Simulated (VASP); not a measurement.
# Ni (Fm-3m) in VASP: further runs

Ni is run at these levels: LDA; tasks: single point.

Everything below comes from runs of VASP 6.6.1. Logs are shortened: lines on timing, memory, paths and dates and some standing lists are left out, and cuts for length are marked.

**1. The cell of the first run**

Symmetry: Fm-3m, No. 225, cubic system. Conventional cell: a = 3.537 Å, b = 3.537 Å, c = 3.537 Å, α = 90.00°, β = 90.00°, γ = 90.00°. Ni (site symmetry m-3m) has 12 Ni at 2.50 Å within 3.3 Å.

**2. Single point, LDA, collinear spin, ferromagnetic start**

File INCAR:

```
PREC = Accurate
ENCUT = 520
EDIFF = 1E-6
ISMEAR = 0
SIGMA = 0.1
LREAL = F
LASPH = T
NELM = 150
ALGO = Normal
ISIF = 2
LWAVE = F
LCHARG = F
ISPIN = 2
MAGMOM = 1.22
LORBIT = 11
NUPDOWN = 1.22
LMAXMIX = 4
NBANDS = 15
```

File KPOINTS:

```
Automatic mesh
0
Gamma
  12 12 12
```

File POSCAR:

```
Ni
1.0
    0.0000000000      1.7683500000      1.7683500000
    1.7683500000      0.0000000000      1.7683500000
    1.7683500000      1.7683500000      0.0000000000
Ni
1
Direct
    0.0000000000      0.0000000000      0.0000000000
```

Potentials or basis: VASP PAW LDA potentials, release 64 (Ni).

Command:

```
$ cat potpaw_LDA.64/Ni/POTCAR > POTCAR
$ mpirun -np 1 vasp_std > vasp.out
```

OUTCAR:

```text
PREC = Accurate
   ENCUT = 520
   EDIFF = 1E-6
   ISMEAR = 0
   LREAL = F
   LASPH = T
   NELM = 150
   ISIF = 2
   ISPIN = 2
   LORBIT = 11
   NUPDOWN = 1.22

 ion  position               nearest neighbor table
   1  0.000  0.000  0.000-

  LATTYP: Found a face centered cubic cell.
 ALAT       =     3.5367000000

  Lattice vectors:

 A1 = (   0.0000000000,   1.7683500000,   1.7683500000)
 A2 = (   1.7683500000,   0.0000000000,   1.7683500000)
 A3 = (   1.7683500000,   1.7683500000,   0.0000000000)

Analysis of symmetry for initial positions (statically):
=====================================================================
 Subroutine PRICEL returns:
 Original cell was already a primitive cell.

 Routine SETGRP: Setting up the symmetry group for a
 face centered cubic supercell.

 Subroutine GETGRP returns: Found 48 space group operations
[... 9 lines left out ...]

 Routine SETGRP: Setting up the symmetry group for a
 face centered cubic supercell.

 Subroutine GETGRP returns: Found 48 space group operations
 (whereof 48 operations were pure point group operations)
 out of a pool of 48 trial point group operations.

The dynamic configuration has the point symmetry O_h .

Analysis of structural, dynamic, and magnetic symmetry:
=====================================================================
 Subroutine PRICEL returns:
 Original cell was already a primitive cell.

 Routine SETGRP: Setting up the symmetry group for a
 face centered cubic supercell.

 Subroutine GETGRP returns: Found 48 space group operations
 (whereof 48 operations were pure point group operations)
 out of a pool of 48 trial point group operations.

The overall configuration has the point symmetry O_h .

 Subroutine INISYM returns: Found 48 space group operations
[... 5 lines left out ...]
                                     Primitive cell

  volume of cell :      11.0595

  direct lattice vectors                    reciprocal lattice vectors
     0.000000000  1.768350000  1.768350000    -0.282749456  0.282749456  0.282749456
     1.768350000  0.000000000  1.768350000     0.282749456 -0.282749456  0.282749456
     1.768350000  1.768350000  0.000000000     0.282749456  0.282749456 -0.282749456

  length of vectors
     2.500824553  2.500824553  2.500824553     0.489736423  0.489736423  0.489736423

  position of ions in fractional coordinates (direct lattice)
     0.000000000  0.000000000  0.000000000

  ion indices of the primitive-cell ions
   primitive index   ion index
                 1           1

----------------------------------------------------------------------------------------

 KPOINTS: Automatic mesh

Automatic generation of k-mesh.
 Grid dimensions read from file:
 generate k-points for:   12   12   12

[... 95 lines left out ...]
 Gauss-broadening in eV      SIGMA  =   0.10
  energy-cutoff  :      520.00
  volume of cell :       11.06
 maximum number of plane-waves:       310
   NGX =  9   NGY =  9   NGZ =  9

 number of electron      10.0000010 magnetization       1.2200002

 Free energy of the ion-electron system (eV)
  ---------------------------------------------------
  ext. energy  EPLUGINS =         0.00000000
  ---------------------------------------------------
  free energy    TOTEN  =        -6.23477074 eV

  energy without entropy =       -6.22747442  energy(sigma->0) =       -6.23112258

 E-fermi :   8.5315     XC(G=0): -13.5441

 val. band max:       10.4834638272   @ k =  -0.4167   0.1667   0.0833
 cond. band min:       8.5454313495   @ k =   0.3333   0.0000   0.0000
 fundamental gap:     -1.9380324777
 Fermi energy:        10.6513266184

 spin component 1

 k-point     1 :       0.0000    0.0000    0.0000
  band No.  band energies     occupation
      1      -0.1907      1.00000
      2       5.9881      1.00000
      3       5.9881      1.00000
      4       5.9881      1.00000
      5       7.0684      1.00000
      6       7.0684      1.00000
      7      32.3584      0.00000
      8      35.9348      0.00000
      9      35.9348      0.00000
     10      35.9348      0.00000
     11      38.7725      0.00000
     12      38.7725      0.00000
     13      38.7725      0.00000
     14      42.1308      0.00000
[... 403 lines left out ...]
      4       6.3444      1.00000
      5       7.5983      1.00000
      6      10.7188      0.16992
      7      14.5845      0.00000
      8      25.1929      0.00000
      9      29.8362      0.00000
     10      31.1972      0.00000
     11      40.1641      0.00000
     12      40.7593      0.00000
     13      47.4685      0.00000
     14      50.1050      0.00000
     15      51.3363      0.00000

 [... further k-points ...]

 spin component 2

 k-point     1 :       0.0000    0.0000    0.0000
  band No.  band energies     occupation
      1       0.0841      1.00000
      2       7.0913      1.00000
      3       7.0913      1.00000
      4       7.0913      1.00000
      5       8.1561      1.00000
      6       8.1561      1.00000
      7      32.5519      0.00000
      8      36.2348      0.00000
      9      36.2348      0.00000
     10      36.2348      0.00000
     11      39.2230      0.00000
     12      39.2230      0.00000
     13      39.2230      0.00000
     14      42.3317      0.00000
[... 403 lines left out ...]
      4       7.4030      1.00000
      5       8.7750      0.00029
      6      11.3769      0.00000
      7      15.2584      0.00000
      8      25.6043      0.00000
      9      30.2299      0.00000
     10      31.5185      0.00000
     11      40.5403      0.00000
     12      41.0811      0.00000
     13      47.9129      0.00000
     14      50.6065      0.00000
     15      51.7235      0.00000

 [... further k-points ...]
[... 5 lines left out ...]
  --------------------------------------------------------------------------------------
  -------------------------------------------------------------------------------------
  Total       -0.9119087     -0.9119087     -0.9119087      0.0000000      0.0000000      0.0000000
  in kB     -132.1074371   -132.1074371   -132.1074371      0.0000000      0.0000000      0.0000000
  external PRESSURE =    -132.1074371 kB  Pullay stress =       0.0000000 kB

 VOLUME and BASIS-vectors are now :
 -----------------------------------------------------------------------------
  energy-cutoff  :      520.00
  volume of cell :       11.06
      direct lattice vectors                 reciprocal lattice vectors
     0.000000000  1.768350000  1.768350000    -0.282749456  0.282749456  0.282749456
     1.768350000  0.000000000  1.768350000     0.282749456 -0.282749456  0.282749456
     1.768350000  1.768350000  0.000000000     0.282749456  0.282749456 -0.282749456

 POSITION                                       TOTAL-FORCE (eV/Angst)
 -----------------------------------------------------------------------------------
      0.00000      0.00000      0.00000         0.000000      0.000000      0.000000
 -----------------------------------------------------------------------------------
    total drift:                               -0.000000     -0.000000     -0.000000

  FREE ENERGIE OF THE ION-ELECTRON SYSTEM (eV)
  ---------------------------------------------------
  free  energy   TOTEN  =        -6.2347707384 eV

  energy  without entropy=       -6.2274744171  energy(sigma->0) =       -6.23112258

 total charge

# of ion       s       p       d       tot
------------------------------------------
    1        0.514   0.530   8.226   9.269

 magnetization (x)

# of ion       s       p       d       tot
------------------------------------------
    1        0.023   0.051   1.112   1.186
```

stdout:

```text
POSCAR found type information on POSCAR Ni
 POSCAR found :  1 types and       1 ions
 scaLAPACK will be used
 LDA part: xc-table for (Slater(with rela. corr.)+CA(PZ))
 , standard interpolation
 POSCAR, INCAR and KPOINTS ok, starting setup
 FFT: planning ... GRIDC
 FFT: planning ... GRID_SOFT
 FFT: planning ... GRID
 WAVECAR not read
 entering main loop
```

Run time: 20 s. Hardware: 1 thread of AMD EPYC 9R45 (Zen 5), shared host; peak memory 0.1 GiB.

What came out:

* Free energy: -6.2348 eV
* Pressure: -13.2 GPa
* Net moment: 1.22 μB per cell
* Site moments: Ni +1.19 μB
* Valence electrons inside the program's atomic spheres: Ni 9.27

Caveat: the total moment is fixed, so each spin has its own Fermi level.

**3. Single point, LDA, collinear spin, ferromagnetic start**

File INCAR:

```
PREC     = Accurate       # precision mode
ENCUT    = 520            # plane-wave cutoff, eV
EDIFF    = 1E-7           # SCF threshold, eV
ISMEAR   = 0              # smearing method
SIGMA    = 0.1            # smearing width, eV
LREAL    = False          # projectors in reciprocal space
LASPH    = True           # aspherical terms in the spheres
NELM     = 150            # most SCF steps
ALGO     = Normal         # electronic algorithm
ISIF     = 2              # what is computed and relaxed
LWAVE    = False          # write WAVECAR
LCHARG   = False          # write CHGCAR
ISPIN    = 2              # spin polarisation
MAGMOM   = 1.71           # initial moments
LORBIT   = 11             # projections on sites
NUPDOWN  = 1.71           # fixed moment
LMAXMIX  = 4              # l up to which the mixer works
NBANDS   = 15             # bands
```

KPOINTS is that of step 2.

POSCAR is that of step 2.

Potentials or basis: VASP PAW LDA potentials, release 64 (Ni).

Command:

```
$ cat potpaw_LDA.64/Ni/POTCAR > POTCAR
$ mpirun -np 1 vasp_std > vasp.out
```

Wall time 22 s (1 thread of AMD EPYC 9R45 (Zen 5), shared host); peak memory 0.1 GiB.

Results (log left out):

```
Free energy                                           : -5.4831 eV
Pressure                                              : -3.1 GPa
Net moment                                            : 1.71 μB per cell
Site moments                                          : Ni +1.62 μB
Valence electrons inside the program's atomic spheres : Ni 9.24
```

Caveat: the total moment is fixed, so each spin has its own Fermi level.

**4. Single point, LDA, collinear spin, ferromagnetic start**

File INCAR:

```
SYSTEM = Ni
PREC     = Accurate       ! precision mode
ENCUT    = 520            ! plane-wave cutoff, eV
EDIFF    = 1E-7           ! SCF threshold, eV
ISMEAR   = 0              ! smearing method
SIGMA    = 0.1            ! smearing width, eV
LREAL    = .FALSE.        ! projectors in reciprocal space
LASPH    = .TRUE.         ! aspherical terms in the spheres
NELM     = 150            ! most SCF steps
ALGO     = Normal         ! electronic algorithm
ISIF     = 2              ! what is computed and relaxed
LWAVE    = .FALSE.        ! write WAVECAR
LCHARG   = .FALSE.        ! write CHGCAR
ISPIN    = 2              ! spin polarisation
MAGMOM   = 0.2            ! initial moments
LORBIT   = 11             ! projections on sites
LMAXMIX  = 4              ! l up to which the mixer works
GGA      = CA             ! functional
NBANDS   = 15             ! bands
```

File KPOINTS:

```
regular mesh
0
G
  12 12 12
  0 0 0
```

POSCAR is that of step 3.

Command:

```
$ cat potpaw_LDA.64/Ni/POTCAR > POTCAR
$ mpirun -np 1 vasp_std > vasp.out
```

Wall time 24 s (1 thread of AMD EPYC 9R45 (Zen 5), shared host); peak memory 0.1 GiB.

Results (log left out):

| Property | Result |
| --- | --- |
| Free energy | -6.5117 eV |
| Pressure | -19.4 GPa |
| Net moment | 0.60 μB per cell |
| Site moments | Ni +0.61 μB |
| Valence electrons inside the program's atomic spheres | Ni 9.29 |

Levels at points of the mesh, in eV from the Fermi level:
Spin up:
```
           k point  band 2  band 3  band 4  band 5  band 6  band 7  band 8  band 9
(0.00, 0.00, 0.00)   -2.30   -2.30   -2.30   -1.17   -1.17   23.66   27.28   27.28
(0.50, 0.00, 0.00)   -2.30   -2.30   -0.51   -0.51   -0.21    5.61   22.19   24.28
(0.50, 0.50, 0.00)   -4.04   -0.47   -0.36   -0.36    2.46    9.14   14.63   14.63
```
Spin down:
```csv
k point,band 2,band 3,band 4,band 5,band 6,band 7,band 8,band 9
"(0.00, 0.00, 0.00)",-1.68,-1.68,-1.68,-0.61,-0.61,23.63,27.33,27.33
"(0.50, 0.00, 0.00)",-1.74,-1.74,-0.19,0.15,0.15,5.98,22.16,24.40
"(0.50, 0.50, 0.00)",-3.52,0.12,0.34,0.34,2.50,9.41,14.70,14.70
```

**5. Overview**

| fixed moment (μB) | pressure (GPa) | moment (μB) |
| --- | --- | --- |
| 1.22 | -13.2 | 1.22 |
| 1.71 | -3.1 | 1.71 |
| - | -19.4 | 0.60 |

Alike in all rows: task single point; level LDA; potentials or basis VASP PAW LDA potentials, release 64 (Ni); spin collinear, ferromagnetic start; cell as given; k mesh 12 × 12 × 12; cutoff (eV) 520; smearing gaussian 0.1 eV.

Caveats: the total moment is fixed, so each spin has its own Fermi level (some runs).

Absolute energies hang on the potentials; compare differences alone.
